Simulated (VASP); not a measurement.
# Be (Im-3m) in VASP: relaxation of cell and atoms with PBE

Aim: the relaxation of cell and atoms of Be with PBE.

Everything below comes from runs of VASP 6.6.1. Logs are shortened: lines on timing, memory, paths and dates and some standing lists are left out, and cuts for length are marked.

## 1. The cell of the first run

It takes space group Im-3m (No. 229, cubic). The conventional cell has a = 2.516 Å, b = 2.516 Å, c = 2.516 Å, α = 90.00°, β = 90.00°, γ = 90.00°. Be (site symmetry m-3m) has 14 Be at 2.18 to 2.52 Å within 2.9 Å.

This isn't the form of Be at room conditions, which is hcp.

## 2. Relaxation of cell and atoms, PBE, target pressure -1.3 GPa, at which the enthalpy is minimised

Contents of INCAR:

```
SYSTEM = Be
ALGO = Normal ; EDIFF = 1E-6
EDIFFG = -0.005 ; ENCUT = 600
GGA = PE ; IBRION = 2
ISIF = 3 ; ISMEAR = -1
LASPH = .True. ; LCHARG = .False.
LREAL = .False. ; LWAVE = .False.
NELM = 80 ; NSW = 60
PREC = Accurate ; PSTRESS = -13.0
SIGMA = 0.08
```

Contents of KPOINTS:

```
k-points
0
Gamma
  21 21 21
  0 0 0
```

Contents of POSCAR:

```
Be
1.0
   -1.2578358782      1.2578358782      1.2578358782
    1.2578358782     -1.2578358782      1.2578358782
    1.2578358782      1.2578358782     -1.2578358782
Be
1
Direct
    0.0000000000      0.0000000000      0.0000000000
```

Potentials or basis: VASP PAW PBE potentials, release 64 (Be).

On the command line:

```
cat potpaw_PBE.64/Be/POTCAR > POTCAR
mpirun -np 1 vasp_std > vasp.out
```

OUTCAR:

```text
SYSTEM = Be
   EDIFF = 1E-6
   EDIFFG = -0.005
   ENCUT = 600
   GGA = PE
   IBRION = 2
   ISIF = 3
   ISMEAR = -1
   LASPH = .True.
   LREAL = .False.
   NELM = 80
   NSW = 60
   PREC = Accurate
   PSTRESS = -13.0

 ion  position               nearest neighbor table
   1  0.000  0.000  0.000-

  LATTYP: Found a body centered cubic cell.
 ALAT       =     2.5156717564

  Lattice vectors:

 A1 = (  -1.2578358782,   1.2578358782,   1.2578358782)
 A2 = (   1.2578358782,  -1.2578358782,   1.2578358782)
 A3 = (   1.2578358782,   1.2578358782,  -1.2578358782)

Analysis of symmetry for initial positions (statically):
=====================================================================
 Subroutine PRICEL returns:
 Original cell was already a primitive cell.

 Routine SETGRP: Setting up the symmetry group for a
 body centered cubic supercell.

 Subroutine GETGRP returns: Found 48 space group operations
 (whereof 48 operations were pure point group operations)
 out of a pool of 48 trial point group operations.

The static configuration has the point symmetry O_h .

Analysis of symmetry for dynamics (positions and initial velocities):
=====================================================================
 Subroutine PRICEL returns:
 Original cell was already a primitive cell.

 Routine SETGRP: Setting up the symmetry group for a
 body centered cubic supercell.

 Subroutine GETGRP returns: Found 48 space group operations
 (whereof 48 operations were pure point group operations)
 out of a pool of 48 trial point group operations.

The dynamic configuration has the point symmetry O_h .

 Subroutine INISYM returns: Found 48 space group operations
 (whereof 48 operations are pure point group operations),
 and found     1 'primitive' translations

----------------------------------------------------------------------------------------

                                     Primitive cell

  volume of cell :       7.9603

  direct lattice vectors                    reciprocal lattice vectors
    -1.257835878  1.257835878  1.257835878     0.000000000  0.397508140  0.397508140
     1.257835878 -1.257835878  1.257835878     0.397508140  0.000000000  0.397508140
     1.257835878  1.257835878 -1.257835878     0.397508140  0.397508140  0.000000000

  length of vectors
     2.178635649  2.178635649  2.178635649     0.562161402  0.562161402  0.562161402

  position of ions in fractional coordinates (direct lattice)
     0.000000000  0.000000000  0.000000000
[... 85 lines left out ...]
   TEBEG  =    0.0;   TEEND  =   0.0 temperature during run
   PSTRESS=  -13.0 pullay stress
   NELECT =       2.0000    total number of electrons
   NUPDOWN=      -1.0000    fix difference up-down
   EMIN   =  10.00;   EMAX   =-10.00  energy-range for DOS
   EFERMI =   0.00;   METHOD = LEGACY
   ISMEAR =    -1;   SIGMA  =   0.08  broadening in eV -4-tet -1-fermi 0-gaus
   EFERMI_NEDOS =   21; number of points for ismear=-14 and -15
   IALGO  =     38    algorithm
   IMIX   =      4    mixing-type and parameters
     AMIX     =   0.40;   BMIX     =  1.00
     AMIX_MAG =   1.60;   BMIX_MAG =  1.00
  volume/ion in A,a.u.               =       7.96        53.72
  Fermi-wavevector in a.u.,A,eV,Ry     =   1.033017  1.952119 14.519109  1.067124
  Thomas-Fermi vector in A             =   2.167243
   LORBIT       =      0    0 simple, 1 ext, 2 COOP (PROOUT), +10 PAW based schemes
   GGA     = PE    functional components
   LHFCALC =     F    Hartree Fock is set to
   AEXX    =    0.0000 exact exchange contribution
   IVDW    =     0    specifies the selected vdW correction
   LEPSILON=     F    determine dielectric tensor
   LRPA    =     F    only Hartree local field effects (RPA)
 conjugate gradient relaxation of ions
 non-spin polarized calculation
  energy-cutoff  :      600.00
  volume of cell :        7.96
 maximum number of plane-waves:       276
 NGX is ok and might be reduce to    18
   NGX =  9   NGY =  9   NGZ =  9

--------------------------------------- Ionic step        1  -------------------------------------------

 number of electron       2.0000000 magnetization

 Free energy of the ion-electron system (eV)
  ---------------------------------------------------
  ext. energy  EPLUGINS =         0.00000000
  ---------------------------------------------------
  free energy    TOTEN  =        -3.66853013 eV

  energy without entropy =       -3.66676483  energy(sigma->0) =       -3.66764748

------------------------ aborting loop because EDIFF is reached ----------------------------------------

  FORCE on cell =-STRESS in cart. coord.  units (eV):
  Direction    XX          YY          ZZ          XY          YZ          ZX
  --------------------------------------------------------------------------------------
  -------------------------------------------------------------------------------------
  Total       -0.1021240     -0.1021240     -0.1021240      0.0000000      0.0000000     -0.0000000
  in kB      -20.5544725    -20.5544725    -20.5544725      0.0000000      0.0000000     -0.0000000
  external PRESSURE =      -7.5544725 kB  Pullay stress =     -13.0000000 kB
[... 61 lines left out ...]
--------------------------------------- Ionic step        3  -------------------------------------------

 number of electron       2.0000000 magnetization

 Free energy of the ion-electron system (eV)
  ---------------------------------------------------
  ext. energy  EPLUGINS =         0.00000000
  ---------------------------------------------------
  free energy    TOTEN  =        -3.66906073 eV

  energy without entropy =       -3.66732662  energy(sigma->0) =       -3.66819367

 E-fermi :   7.8150     XC(G=0): -10.6107

 val. band max:        7.7546117833   @ k =  -0.3810  -0.3810   0.0476
 cond. band min:       7.9369090264   @ k =   0.3333   0.2381   0.0952
 fundamental gap:      0.1822972431
 Fermi energy:         7.8149989380

 k-point     1 :       0.0000    0.0000    0.0000
  band No.  band energies     occupation
      1      -4.3281      2.00000
      2      27.1411      0.00000
      3      27.1411      0.00000
      4      27.1411      0.00000
      5      38.4802      0.00000
[... 177 lines left out ...]
 k-point    24 :       0.1905    0.0952    0.0000
  band No.  band energies     occupation
      1      -2.1019      2.00000
      2      18.6898      0.00000
      3      21.5034      0.00000
      4      24.0503      0.00000
      5      33.0577      0.00000

 [... further k-points ...]

------------------------ aborting loop because EDIFF is reached ----------------------------------------

  FORCE on cell =-STRESS in cart. coord.  units (eV):
  Direction    XX          YY          ZZ          XY          YZ          ZX
  --------------------------------------------------------------------------------------
  -------------------------------------------------------------------------------------
  Total       -0.0644732     -0.0644732     -0.0644732      0.0000000     -0.0000000      0.0000000
  in kB      -13.0590258    -13.0590258    -13.0590258      0.0000000     -0.0000000      0.0000000
  external PRESSURE =      -0.0590258 kB  Pullay stress =     -13.0000000 kB
[... 20 lines left out ...]
  energy  without entropy=       -3.6673266166  energy(sigma->0) =       -3.66819367

  enthalpy is  TOTEN    =        -3.7332424948 eV   P V=       -0.0641817631

 reached required accuracy - stopping structural energy minimisation
```

OSZICAR:

```text
N       E                     dE             d eps       ncg     rms          rms(c)
DAV:   1    -0.157174365781E+01   -0.15717E+01   -0.12019E+03  3010   0.364E+02
DAV:   2    -0.368735502127E+01   -0.21156E+01   -0.18357E+01  3800   0.400E+01
DAV:   3    -0.369741983232E+01   -0.10065E-01   -0.10060E-01  3495   0.244E+00
DAV:   4    -0.369742826615E+01   -0.84338E-05   -0.84328E-05  4425   0.519E-02
DAV:   5    -0.369742826556E+01    0.58995E-09   -0.41000E-09  3435   0.303E-04    0.773E-01
DAV:   6    -0.367676928286E+01    0.20659E-01   -0.22456E-03  3600   0.660E-01    0.475E-01
DAV:   7    -0.366855299886E+01    0.82163E-02   -0.22348E-03  3200   0.692E-01    0.179E-02
DAV:   8    -0.366852986103E+01    0.23138E-04   -0.72261E-06  3550   0.340E-02    0.651E-03
DAV:   9    -0.366853013361E+01   -0.27257E-06   -0.91983E-07  3765   0.973E-03
   1 F= -.37331200E+01 E0= -.37322374E+01  d E =-.373312E+01
       N       E                     dE             d eps       ncg     rms          rms(c)
DAV:   1    -0.366899987599E+01   -0.47001E-03   -0.38176E-04  3075   0.223E-01    0.775E-03
DAV:   2    -0.366899935721E+01    0.51878E-06   -0.36768E-07  3825   0.814E-03
   2 F= -.37332390E+01 E0= -.37323699E+01  d E =-.118991E-03
       N       E                     dE             d eps       ncg     rms          rms(c)
DAV:   1    -0.366906062284E+01   -0.60747E-04   -0.14164E-05  3075   0.476E-02    0.124E-03
DAV:   2    -0.366906073170E+01   -0.10886E-06   -0.68101E-09  2185   0.951E-04
   3 F= -.37332425E+01 E0= -.37323754E+01  d E =-.122449E-03
```

Run time: 7.4 s. Hardware: 1 thread of Intel Xeon 6975P-C (Granite Rapids), shared host; peak memory 0.12 GiB.

Results:

```
Free energy                                                : -3.6691 eV
Relaxed volume                                             : 7.91 Å³/atom
Relaxed cell                                               : a = 2.174 Å, b = 2.174 Å, c = 2.174 Å, α = 109.47°, β = 109.47°, γ = 109.47°
Space group after relaxing (to 0.1 Å)                      : Im-3m (No. 229)
Energy change on relaxing (the run minimises the enthalpy) : -0.5 meV/atom
Ionic steps                                                : 3
Pressure after relaxing                                    : -1.3 GPa
Band gap on the k mesh                                     : zero (bands 1 and 2 overlap by 4.80 eV)
```

Step by step:
```csv
step,energy change (eV),largest force (eV/Å),pressure (GPa),volume (Å³)
1,0.0000,0.0000,-2.06,7.96
2,-0.0005,0.0000,-1.41,7.92
3,-0.0005,0.0000,-1.31,7.91
```

Final structure:
```yaml
crystal:
  lattice:
    - [-1.25518, 1.25518, 1.25518]
    - [1.25518, -1.25518, 1.25518]
    - [1.25518, 1.25518, -1.25518]
  atoms:
    - { symbol: Be, position: [0.00000, 0.00000, 0.00000] }
```

Levels at points of the mesh, in eV from the Fermi level:
```tsv
k point	band 1	band 2	band 3	band 4	band 5
(0.00, 0.00, 0.00)	-12.14	19.33	19.33	19.33	30.67
```

Caveat: the cell is relaxed towards a set pressure, so the run minimises the enthalpy, not the energy.

The gap in the log of VASP goes by the Fermi energy; the results here count the filled bands.